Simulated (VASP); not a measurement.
# AlN (Fm-3m) in VASP: notebook

AlN is run at these levels: HSE06; tasks: single point.

All numbers are computed with VASP 6.6.1; they aren't measurements. Logs are shortened: lines on timing, memory, paths and dates and some standing lists are left out, and cuts for length are marked.

## Step 1: The cell of the first run

The structure is cubic, space group Fm-3m (No. 225). The conventional cell has a = 4.159 Å, b = 4.159 Å, c = 4.159 Å, α = 90.00°, β = 90.00°, γ = 90.00°. Within 2.8 Å of Al (site symmetry m-3m) lie 6 N at 2.08 Å. Within 2.8 Å of N (site symmetry m-3m) lie 6 Al at 2.08 Å.

## Step 2: Single point, HSE06 (strain +3.0%)

The input, POSCAR:

```
AlN
1.0
    0.0000000000      2.0794345057      2.0794345057
    2.0794345057      0.0000000000      2.0794345057
    2.0794345057      2.0794345057      0.0000000000
Al N
1 1
Direct
    0.0000000000      0.0000000000      0.0000000000
    0.5000000000      0.5000000000      0.5000000000
```

The input, INCAR.step1:

```
ALGO = Normal ; EDIFF = 1E-5
ENCUT = 520 ; GGA = PE
ISIF = 2 ; ISMEAR = 0
LASPH = T ; LREAL = F
LWAVE = T ; NBANDS = 11
NELM = 60 ; PREC = Accurate
SIGMA = 0.01
```

The input, INCAR.step2:

```
ALGO = Normal ; EDIFF = 1E-7
ENCUT = 520 ; GGA = PE
HFSCREEN = 0.2079 ; ISIF = 2
ISMEAR = 0 ; ISTART = 1
LASPH = T ; LCHARG = T
LELF = T ; LHFCALC = T
LREAL = F ; LVHAR = T
LWAVE = F ; NBANDS = 11
NELM = 60 ; PREC = Accurate
PRECFOCK = Normal ; SIGMA = 0.01
```

The input, KPOINTS:

```
k-points
0
Gamma
  8 8 8
```

Potentials or basis: VASP PAW PBE potentials, release 64 (Al, N).

Command:

```sh
$ cat potpaw_PBE.64/Al/POTCAR potpaw_PBE.64/N/POTCAR > POTCAR
$ cp INCAR.step1 INCAR
$ mpirun -np 1 vasp_std > vasp.out
$ cp INCAR.step2 INCAR
$ mpirun -np 1 vasp_std > vasp.out
```

OUTCAR:

```text
EDIFF = 1E-7
   ENCUT = 520
   GGA = PE
   HFSCREEN = 0.2079
   ISIF = 2
   ISMEAR = 0
   ISTART = 1
   LASPH = T
   LHFCALC = T
   LREAL = F
   NELM = 60
   PREC = Accurate
   PRECFOCK = Normal

 ion  position               nearest neighbor table
   1  0.000  0.000  0.000-   2 2.08   2 2.08   2 2.08   2 2.08   2 2.08   2 2.08
   2  0.500  0.500  0.500-   1 2.08   1 2.08   1 2.08   1 2.08   1 2.08   1 2.08

  LATTYP: Found a face centered cubic cell.
 ALAT       =     4.1588690114

  Lattice vectors:

 A1 = (   0.0000000000,   2.0794345057,   2.0794345057)
 A2 = (   2.0794345057,   0.0000000000,   2.0794345057)
 A3 = (   2.0794345057,   2.0794345057,   0.0000000000)

Analysis of symmetry for initial positions (statically):
=====================================================================
 Subroutine PRICEL returns:
 Original cell was already a primitive cell.

 Routine SETGRP: Setting up the symmetry group for a
 face centered cubic supercell.

 Subroutine GETGRP returns: Found 48 space group operations
 (whereof 48 operations were pure point group operations)
 out of a pool of 48 trial point group operations.

The static configuration has the point symmetry O_h .

Analysis of symmetry for dynamics (positions and initial velocities):
=====================================================================
 Subroutine PRICEL returns:
 Original cell was already a primitive cell.

 Routine SETGRP: Setting up the symmetry group for a
 face centered cubic supercell.

 Subroutine GETGRP returns: Found 48 space group operations
 (whereof 48 operations were pure point group operations)
 out of a pool of 48 trial point group operations.

The dynamic configuration has the point symmetry O_h .

 Subroutine INISYM returns: Found 48 space group operations
 (whereof 48 operations are pure point group operations),
 and found     1 'primitive' translations

----------------------------------------------------------------------------------------

                                     Primitive cell

  volume of cell :      17.9831

  direct lattice vectors                    reciprocal lattice vectors
     0.000000000  2.079434506  2.079434506    -0.240449987  0.240449987  0.240449987
     2.079434506  0.000000000  2.079434506     0.240449987 -0.240449987  0.240449987
     2.079434506  2.079434506  0.000000000     0.240449987  0.240449987 -0.240449987

  length of vectors
     2.940764480  2.940764480  2.940764480     0.416471594  0.416471594  0.416471594
[... 98 lines left out ...]
   IALGO  =     38    algorithm
   IMIX   =      1    mixing-type and parameters
     AMIX     =   0.40;   BMIX     =  1.00
     AMIX_MAG =   1.60;   BMIX_MAG =  1.00
  volume/ion in A,a.u.               =       8.99        60.68
  Fermi-wavevector in a.u.,A,eV,Ry     =   1.249730  2.361648 21.249925  1.561825
  Thomas-Fermi vector in A             =   2.383757
   LORBIT       =      0    0 simple, 1 ext, 2 COOP (PROOUT), +10 PAW based schemes
   GGA     = PE    functional components
   LHFCALC =     T    Hartree Fock is set to
   PRECFOCK=normal    Normal, Fast or Accurate (Low or Medium for compatibility)
   ENCUT4O =  -1.0   cutoff for four orbital integrals eV
   NKREDX  =     1    reduce k-point grid by
   NKREDY  =     1    reduce k-point grid by
   NKREDZ  =     1    reduce k-point grid by
   AEXX    =    0.2500 exact exchange contribution
   HFSCREEN=    0.2079 screening length (either q_TF or 0.3 A-1)
   HFSCREENC=   0.2079 screening length for correlation (either q_TF or 0.3 A-1)
   ENCUTFOCK=  -1.0 apply spherical cutoff to Coloumb kernel
   IVDW    =     0    specifies the selected vdW correction
   LEPSILON=     F    determine dielectric tensor
   LRPA    =     F    only Hartree local field effects (RPA)
 non-spin polarized calculation
 Gauss-broadening in eV      SIGMA  =   0.01
  energy-cutoff  :      520.00
  volume of cell :       17.98
 maximum number of plane-waves:       531
 NGX is ok and might be reduce to    24
  NGX = 18; NGY = 18; NGZ = 18

 number of electron       8.0000002 magnetization

 Free energy of the ion-electron system (eV)
  ---------------------------------------------------
  ext. energy  EPLUGINS =         0.00000000
  ---------------------------------------------------
  free energy    TOTEN  =       -17.01645189 eV

  energy without entropy =      -17.01645189  energy(sigma->0) =      -17.01645189

 E-fermi :   8.1977     XC(G=0):  -9.7560

 val. band max:        8.0794367850   @ k =   0.0000   0.0000   0.0000
 cond. band min:      13.1865715007   @ k =   0.5000   0.5000   0.0000
 fundamental gap:      5.1071347157
 Fermi energy:         8.1977307511

 k-point     1 :       0.0000    0.0000    0.0000
  band No.  band energies     occupation
      1     -10.3724      2.00000
      2       8.0794      2.00000
      3       8.0794      2.00000
      4       8.0794      2.00000
      5      13.9916      0.00000
      6      21.5492      0.00000
      7      21.5492      0.00000
      8      21.5492      0.00000
      9      26.4986      0.00000
     10      27.1001      0.00000
     11      27.1001      0.00000
[... 309 lines left out ...]
 k-point    24 :      -0.3750    0.2500    0.1250
  band No.  band energies     occupation
      1      -6.7704      2.00000
      2       0.5524      2.00000
      3       4.4000      2.00000
      4       6.1389      2.00000
      5      17.4154      0.00000
      6      17.4230      0.00000
      7      21.5001      0.00000
      8      21.7416      0.00000
      9      27.2213      0.00000
     10      28.0167      0.00000
     11      31.5279      0.00000

 [... further k-points ...]

------------------------ aborting loop because EDIFF is reached ----------------------------------------

  FORCE on cell =-STRESS in cart. coord.  units (eV):
  Direction    XX          YY          ZZ          XY          YZ          ZX
  --------------------------------------------------------------------------------------
  -------------------------------------------------------------------------------------
  Total       -2.4577715     -2.4577715     -2.4577715      0.0000000      0.0000000     -0.0000000
  in kB     -218.9708751   -218.9708751   -218.9708751      0.0000000      0.0000000     -0.0000000
  external PRESSURE =    -218.9708751 kB  Pullay stress =       0.0000000 kB

 VOLUME and BASIS-vectors are now :
 -----------------------------------------------------------------------------
  energy-cutoff  :      520.00
  volume of cell :       17.98
      direct lattice vectors                 reciprocal lattice vectors
     0.000000000  2.079434506  2.079434506    -0.240449987  0.240449987  0.240449987
     2.079434506  0.000000000  2.079434506     0.240449987 -0.240449987  0.240449987
     2.079434506  2.079434506  0.000000000     0.240449987  0.240449987 -0.240449987

 POSITION                                       TOTAL-FORCE (eV/Angst)
 -----------------------------------------------------------------------------------
      0.00000      0.00000      0.00000        -0.000000     -0.000000     -0.000000
      2.07943      2.07943      2.07943         0.000000      0.000000      0.000000
 -----------------------------------------------------------------------------------
    total drift:                               -0.000225     -0.000106     -0.000107

  FREE ENERGIE OF THE ION-ELECTRON SYSTEM (eV)
  ---------------------------------------------------
  free  energy   TOTEN  =       -17.0164518870 eV

  energy  without entropy=      -17.0164518870  energy(sigma->0) =      -17.01645189
```

OUTCAR.step1:

```text
EDIFF = 1E-5
   ENCUT = 520
   GGA = PE
   ISIF = 2
   ISMEAR = 0
[... 558 lines left out ...]
 -----------------------------------------------------------------------------------
      0.00000      0.00000      0.00000         0.000000      0.000000      0.000000
      2.07943      2.07943      2.07943        -0.000000     -0.000000     -0.000000
 -----------------------------------------------------------------------------------
    total drift:                               -0.000000     -0.000000      0.000000

  FREE ENERGIE OF THE ION-ELECTRON SYSTEM (eV)
  ---------------------------------------------------
  free  energy   TOTEN  =       -14.4919124602 eV

  energy  without entropy=      -14.4919124602  energy(sigma->0) =      -14.49191246
```

OSZICAR.step1:

```text
N       E                     dE             d eps       ncg     rms          rms(c)
DAV:   1     0.108478506268E+02    0.10848E+02   -0.39187E+03   638   0.618E+02
DAV:   2    -0.153892893144E+02   -0.26237E+02   -0.24762E+02   759   0.134E+02
DAV:   3    -0.161702657519E+02   -0.78098E+00   -0.78007E+00   766   0.224E+01
DAV:   4    -0.161733867926E+02   -0.31210E-02   -0.31209E-02   728   0.156E+00
DAV:   5    -0.161734159813E+02   -0.29189E-04   -0.29189E-04   754   0.143E-01    0.730E+00
DAV:   6    -0.145072556864E+02    0.16662E+01   -0.79556E+00   689   0.144E+01    0.252E+00
DAV:   7    -0.144990917910E+02    0.81639E-02   -0.14332E-01   695   0.292E+00    0.170E+00
DAV:   8    -0.144922614378E+02    0.68304E-02   -0.18428E-02   674   0.118E+00    0.337E-01
DAV:   9    -0.144918514120E+02    0.41003E-03   -0.17338E-03   734   0.241E-01    0.147E-01
DAV:  10    -0.144919170903E+02   -0.65678E-04   -0.14814E-04   707   0.910E-02    0.356E-02
DAV:  11    -0.144919124602E+02    0.46301E-05   -0.13226E-05   397   0.205E-02
   1 F= -.14491912E+02 E0= -.14491912E+02  d E =-.242840E-32
```

Wall time 38 min (1 thread of Oxide Virtual Turin-like, shared host); peak memory 0.21 GiB.

Results:

```yaml
Free_energy: -17.0165 eV
Pressure: -21.9 GPa
Band_gap_on_the_k_mesh: 5.11 eV (least direct gap 5.91 eV)
```

Levels at points of the mesh, in eV from the valence-band top:
| k point | band 1 | band 2 | band 3 | band 4 | band 5 | band 6 | band 7 | band 8 |
| --- | --- | --- | --- | --- | --- | --- | --- | --- |
| (0.00, 0.00, 0.00) | -18.45 | 0.00 | 0.00 | 0.00 | 5.91 | 13.47 | 13.47 | 13.47 |
| (0.50, 0.00, 0.00) | -15.33 | -8.45 | -1.00 | -1.00 | 6.95 | 11.86 | 11.86 | 14.16 |
| (0.50, 0.50, 0.00) | -14.40 | -7.43 | -2.83 | -2.83 | 5.11 | 6.70 | 15.15 | 18.10 |

Caveat: the cell differs from its parent crystal (strain +3.0%); the cell stands under tension; the structure was generated, so it needn't be the stable form of AlN; the PAW data sets were made with another functional, which shifts forces and pressure a little.

[end of part 1 of 2]
